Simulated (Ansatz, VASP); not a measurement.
One calculation of Pd, two programs

```xyz
2
Lattice="0.0000 2.5643 2.5643 2.5643 0.0000 2.5643 2.5643 2.5643 0.0000" Properties=species:S:1:pos:R:3 pbc="T T T"
Pd    0.0000    0.0000    0.0000
Pd    2.5643    2.5643    2.5643
```

Alike in both runs: functional PBEsol; k mesh 11 × 11 × 11; occupations fermi-dirac, width 0.05 eV; collinear spin.

Ansatz relaxed the structure, and its values are those at the end. VASP's run is a single point on that final structure, the one shown.

```csv
,VASP,Ansatz
version,VASP 6.6.1,Ansatz 0.2.0
potentials or method,"VASP PAW PBE potentials, release 64 (Pd), cutoff 520 eV","plane waves (420 eV) with PAW, scalar-relativistic"
valence electrons in the cell,20,36
```

|  | VASP | Ansatz | Ansatz less VASP |
| --- | --- | --- | --- |
| pressure (GPa) | -0.4 | 0.0 | +0.41 |
| net moment per atom (μB) | 0.00 | 0.00 | 0.000 |

VASP's potentials were made for PBE, not for PBEsol, and Ansatz warns of the same on its side. VASP's potentials hold 20 valence electrons a cell and Ansatz's 36, so a difference there can come from the potentials and not from the codes. Ansatz's warnings: seeded moment not kept.
